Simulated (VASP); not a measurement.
# Sb in VASP: single point with PBE+D3(BJ)

Aim: the single point of Sb with PBE+D3(BJ).

All numbers are computed with VASP 6.6.1; they aren't measurements. Logs are shortened: lines on timing, memory, paths and dates and some standing lists are left out, and cuts for length are marked.

## (1) The cell of the first run

The cell holds a sheet with vacuum, 2 atoms: a = 4.069 Å, b = 4.069 Å, c = 27.100 Å, α = 90.00°, β = 90.00°, γ = 120.00°.

## (2) Single point, PBE+D3(BJ)

Input file INCAR:

```
ALGO = Normal
DIPOL = 0.5 0.5 0.289
EDIFF = 1E-6
ENCUT = 400
GGA = PE
GGA_COMPAT = False
IDIPOL = 3
ISIF = 2
ISMEAR = 0
IVDW = 12
LASPH = True
LCHARG = False
LDIPOL = True
LREAL = False
LWAVE = False
NBANDS = 22
NELM = 120
NELMDL = -8
PREC = Accurate
SIGMA = 0.03
```

Input file KPOINTS:

```
k-points
0
Gamma
  12 12 1
```

Input file POSCAR:

```
Sb
1.0
    4.0685005391      0.0000000000      0.0000000000
   -2.0342502696      3.5234248222      0.0000000000
    0.0000000000      0.0000000000     27.1000000030
Sb
2
Direct
    0.3333333333      0.6666666667      0.2583030261
    0.6666666667      0.3333333333      0.3191877488
```

Potentials or basis: VASP PAW PBE potentials, release 64 (Sb_d_GW).

On the command line:

```
> cat potpaw_PBE.64/Sb_d_GW/POTCAR > POTCAR
> mpirun -np 1 vasp_std > vasp.out
```

OUTCAR:

```text
EDIFF = 1E-6
   ENCUT = 400
   GGA = PE
   ISIF = 2
   ISMEAR = 0
   IVDW = 12
   LASPH = True
   LREAL = False
   NELM = 120
   NELMDL = -8
   PREC = Accurate
 IVDW          = 12

 ion  position               nearest neighbor table
   1  0.333  0.667  0.258-   2 2.87   2 2.87   2 2.87
   2  0.667  0.333  0.319-   1 2.87   1 2.87   1 2.87

  LATTYP: Found a hexagonal cell.
 ALAT       =     4.0685005391
 C/A-ratio  =     6.6609306654

  Lattice vectors:

 A1 = (   4.0685005391,   0.0000000000,   0.0000000000)
 A2 = (  -2.0342502696,   3.5234248222,   0.0000000000)
 A3 = (   0.0000000000,   0.0000000000,  27.1000000030)

Analysis of symmetry for initial positions (statically):
=====================================================================
 Subroutine PRICEL returns:
 Original cell was already a primitive cell.

 Routine SETGRP: Setting up the symmetry group for a
 hexagonal supercell.

 Subroutine GETGRP returns: Found 12 space group operations
 (whereof  6 operations were pure point group operations)
 out of a pool of 24 trial point group operations.

The static configuration has the point symmetry C_3v.
 The point group associated with its full space group is D_3d.

Analysis of symmetry for dynamics (positions and initial velocities):
=====================================================================
 Subroutine PRICEL returns:
 Original cell was already a primitive cell.

 Routine SETGRP: Setting up the symmetry group for a
 hexagonal supercell.

 Subroutine GETGRP returns: Found 12 space group operations
 (whereof  6 operations were pure point group operations)
 out of a pool of 24 trial point group operations.

The dynamic configuration has the point symmetry C_3v.
 The point group associated with its full space group is D_3d.

 Subroutine INISYM returns: Found 12 space group operations
 (whereof  6 operations are pure point group operations),
 and found     1 'primitive' translations

----------------------------------------------------------------------------------------

                                     Primitive cell

  volume of cell :     388.4800

  direct lattice vectors                    reciprocal lattice vectors
     4.068500539  0.000000000  0.000000000     0.245790799  0.141907384  0.000000000
    -2.034250270  3.523424822  0.000000000     0.000000000  0.283814768  0.000000000
     0.000000000  0.000000000 27.100000003     0.000000000  0.000000000  0.036900369

  length of vectors
     4.068500539  4.068500539 27.100000003     0.283814768  0.283814768  0.036900369

  position of ions in fractional coordinates (direct lattice)
     0.333333333  0.666666667  0.258303026
     0.666666667  0.333333333  0.319187749

  ion indices of the primitive-cell ions
   primitive index   ion index
                 1           1
                 2           2

----------------------------------------------------------------------------------------

 KPOINTS: k-points

Automatic generation of k-mesh.
 Grid dimensions read from file:
 generate k-points for:   12   12    1

 Generating k-lattice:

  Cartesian coordinates                     Fractional coordinates (reciprocal lattice)
     0.020482567  0.011825615  0.000000000     0.083333333  0.000000000  0.000000000
     0.000000000  0.023651231  0.000000000     0.000000000  0.083333333  0.000000000
     0.000000000  0.000000000  0.036900369     0.000000000  0.000000000  1.000000000

  Length of vectors
     0.023651231  0.023651231  0.036900369

  Shift w.r.t. Gamma in fractional coordinates (k-lattice)
     0.000000000  0.000000000  0.000000000

 Subroutine IBZKPT returns following result:
 ===========================================

 Found     19 irreducible k-points:

 Following reciprocal coordinates:
            Coordinates               Weight
  0.000000  0.000000  0.000000      1.000000
  0.083333  0.000000  0.000000      6.000000
  0.166667 -0.000000  0.000000      6.000000
  0.250000  0.000000  0.000000      6.000000
  0.333333  0.000000  0.000000      6.000000
  0.416667  0.000000  0.000000      6.000000
[... 11 lines left out ...]
  0.333333  0.250000  0.000000     12.000000
  0.333333  0.333333  0.000000      2.000000
   k-points           NKPTS =     19   k-points in BZ     NKDIM =     19   number of bands    NBANDS=     22
   number of dos      NEDOS =    301   number of ions     NIONS =      2
   total plane-waves  NPLWV = 141120
   dimension x,y,z NGX =    28 NGY =   28 NGZ =  180
   dimension x,y,z NGXF=    56 NGYF=   56 NGZF=  360
   ions per type =               2
   NGX,Y,Z   is equivalent  to a cutoff of  11.44, 11.44, 11.04 a.u.
   NGXF,Y,Z  is equivalent  to a cutoff of  22.88, 22.88, 22.08 a.u.
 SYSTEM =  unknown system
   PREC   = accura    normal or accurate (medium, high low for compatibility)
   ISTART =      0    job   : 0-new  1-cont  2-samecut
   ICHARG =      2    charge: 1-file 2-atom 10-const
   ISPIN  =      1    spin polarized calculation?
   LNONCOLLINEAR =      F non collinear calculations
   LSORBIT =      F    spin-orbit coupling
   LASPH  =      T    aspherical Exc in radial PAW
   ENCUT  =  400.0 eV  29.40 Ry    5.42 a.u.   6.63  6.63 44.19*2*pi/ulx,y,z
   NELM   =    120;   NELMIN=  2; NELMDL= -8     # of ELM steps
   EDIFF  = 0.1E-05   stopping-criterion for ELM
   LREAL  =      F    real-space projection
   EDIFFG = 0.1E-04   stopping-criterion for IOM
   NSW    =      0    number of steps for IOM
   IBRION =     -1    ionic relax: 0-MD 1-quasi-New 2-CG
   NFREE  =      0    steps in history (QN), initial steepest desc. (CG)
   ISIF   =      2    stress and relaxation
   ISYM   =      2    0-nonsym 1-usesym 2-fastsym
   POTIM  = 0.5000    time-step for ionic-motion
   TEBEG  =    0.0;   TEEND  =   0.0 temperature during run
   PSTRESS=    0.0 pullay stress
   NELECT =      30.0000    total number of electrons
   NUPDOWN=      -1.0000    fix difference up-down
   EMIN   =  10.00;   EMAX   =-10.00  energy-range for DOS
   EFERMI =   0.00;   METHOD = LEGACY
   ISMEAR =     0;   SIGMA  =   0.03  broadening in eV -4-tet -1-fermi 0-gaus
   EFERMI_NEDOS =   21; number of points for ismear=-14 and -15
   IALGO  =     38    algorithm
   IMIX   =      4    mixing-type and parameters
     AMIX     =   0.40;   BMIX     =  1.00
     AMIX_MAG =   1.60;   BMIX_MAG =  1.00
  volume/ion in A,a.u.               =     194.24      1310.80
  Fermi-wavevector in a.u.,A,eV,Ry     =   0.697149  1.317421  6.612662  0.486017
  Thomas-Fermi vector in A             =   1.780397
   LORBIT       =      0    0 simple, 1 ext, 2 COOP (PROOUT), +10 PAW based schemes
   GGA     = PE    functional components
   LHFCALC =     F    Hartree Fock is set to
   AEXX    =    0.0000 exact exchange contribution
   IVDW    =    12    specifies the selected vdW correction
   LEPSILON=     F    determine dielectric tensor
   LRPA    =     F    only Hartree local field effects (RPA)
 non-spin polarized calculation
 Gauss-broadening in eV      SIGMA  =   0.03
  energy-cutoff  :      400.00
  volume of cell :      388.48
 maximum number of plane-waves:      7125
 NGX is ok and might be reduce to    28
   NGX = 13   NGY = 13   NGZ = 89

 dipolmoment           0.000000      0.000000     -0.000001 electrons x Angstroem

 number of electron      29.9999964 magnetization

 dipolmoment           0.000000      0.000000      0.000000 electrons x Angstroem

 Free energy of the ion-electron system (eV)
  ---------------------------------------------------
  ext. energy  EPLUGINS =         0.00000000
  ---------------------------------------------------
  free energy    TOTEN  =        -8.14666266 eV

  energy without entropy =       -8.14666266  energy(sigma->0) =       -8.14666266

 E-fermi :  -3.0088     XC(G=0):  -2.0739

 val. band max:       -3.2294533299   @ k =   0.0000   0.0000   0.0000
 cond. band min:      -2.0469561148   @ k =   0.3333   0.0000   0.0000
 fundamental gap:      1.1824972151
 Fermi energy:        -3.0088166887

 k-point     1 :       0.0000    0.0000    0.0000
  band No.  band energies     occupation
      1     -31.8990      2.00000
      2     -31.8990      2.00000
      3     -31.8231      2.00000
      4     -31.8231      2.00000
      5     -31.7787      2.00000
      6     -31.7113      2.00000
[... 14 lines left out ...]
     21       1.6271      0.00000
     22       1.9147      0.00000

 k-point     2 :       0.0833    0.0000    0.0000
  band No.  band energies     occupation
      1     -31.8984      2.00000
      2     -31.8953      2.00000
      3     -31.8226      2.00000
      4     -31.8207      2.00000
      5     -31.7776      2.00000
      6     -31.7129      2.00000
[... 14 lines left out ...]
     21       1.7110      0.00000
     22       2.0015      0.00000

 k-point     3 :       0.1667   -0.0000    0.0000
  band No.  band energies     occupation
      1     -31.8970      2.00000
      2     -31.8845      2.00000
      3     -31.8214      2.00000
      4     -31.8140      2.00000
      5     -31.7741      2.00000
      6     -31.7176      2.00000
[... 14 lines left out ...]
     21       1.9547      0.00000
     22       2.2485      0.00000
[... 351 lines left out ...]
 k-point    18 :       0.3333    0.2500    0.0000
  band No.  band energies     occupation
      1     -31.8906      2.00000
      2     -31.8093      2.00000
      3     -31.7940      2.00000
      4     -31.7759      2.00000
      5     -31.7703      2.00000
      6     -31.7421      2.00000
[... 14 lines left out ...]
     21       3.7876      0.00000
     22       4.2792      0.00000

 k-point    19 :       0.3333    0.3333    0.0000
  band No.  band energies     occupation
      1     -31.8904      2.00000
      2     -31.7924      2.00000
      3     -31.7924      2.00000
      4     -31.7922      2.00000
      5     -31.7561      2.00000
      6     -31.7561      2.00000
[... 14 lines left out ...]
     21       4.1223      0.00000
     22       4.6651      0.00000

------------------------ aborting loop because EDIFF is reached ----------------------------------------

 vacuum level on the upper side and lower side of the slab       (xc-potential included)        -0.009        -0.009

 Edisp (eV)   -0.47323

 E8    (eV) :    -0.2355

  FORCE on cell =-STRESS in cart. coord.  units (eV):
  Direction    XX          YY          ZZ          XY          YZ          ZX
  --------------------------------------------------------------------------------------
  -------------------------------------------------------------------------------------
  Total      -0.12777    -0.12777    -0.11352     0.00000     0.00000     0.00000
  in kB      -0.52696    -0.52696    -0.46818     0.00000     0.00000     0.00000
  external pressure =       -0.51 kB  Pullay stress =        0.00 kB

 VOLUME and BASIS-vectors are now :
 -----------------------------------------------------------------------------
  energy-cutoff  :      400.00
  volume of cell :      388.48
      direct lattice vectors                 reciprocal lattice vectors
     4.068500539  0.000000000  0.000000000     0.245790799  0.141907384  0.000000000
    -2.034250270  3.523424822  0.000000000     0.000000000  0.283814768  0.000000000
     0.000000000  0.000000000 27.100000003     0.000000000  0.000000000  0.036900369

 POSITION                                       TOTAL-FORCE (eV/Angst)
 -----------------------------------------------------------------------------------
     -0.00000      2.34895      7.00001         0.000000     -0.000000     -0.003209
      2.03425      1.17447      8.64999        -0.000000      0.000000      0.003209
 -----------------------------------------------------------------------------------
    total drift:                               -0.000000     -0.000000      0.000146

  FREE ENERGIE OF THE ION-ELECTRON SYSTEM (eV)
  ---------------------------------------------------
  free  energy   TOTEN  =        -8.6198945994 eV

  energy  without entropy=       -8.6198945994  energy(sigma->0) =       -8.61989460

 vacuum level on the upper side and lower side of the slab         1.462         1.462
```

Run time: 3.1 min. Hardware: 1 thread of AMD EPYC 7R43 (Zen 3), shared host; peak memory 0.37 GiB.

What came out:

- Free energy: -8.6199 eV
- Largest force: 0.003 eV/Å
- Band gap on the k mesh: 1.18 eV (least direct gap 1.66 eV)
- Dispersion energy per atom: -0.237 eV

Forces in eV/Å, atoms in the order of the input:
```
Sb   0.000  0.000 -0.003
Sb   0.000  0.000  0.003
```

Levels at points of the mesh, in eV from the valence-band top:
| k point | band 12 | band 13 | band 14 | band 15 | band 16 | band 17 | band 18 | band 19 |
| --- | --- | --- | --- | --- | --- | --- | --- | --- |
| (0.00, 0.00, 0.00) | -6.48 | -0.81 | 0.00 | 0.00 | 1.66 | 2.79 | 2.79 | 4.16 |
| (0.50, 0.00, 0.00) | -7.89 | -3.13 | -1.64 | -1.62 | 1.59 | 2.29 | 3.50 | 4.96 |

Caveat: spin-orbit coupling is left out, which moves the levels of the heavy elements.
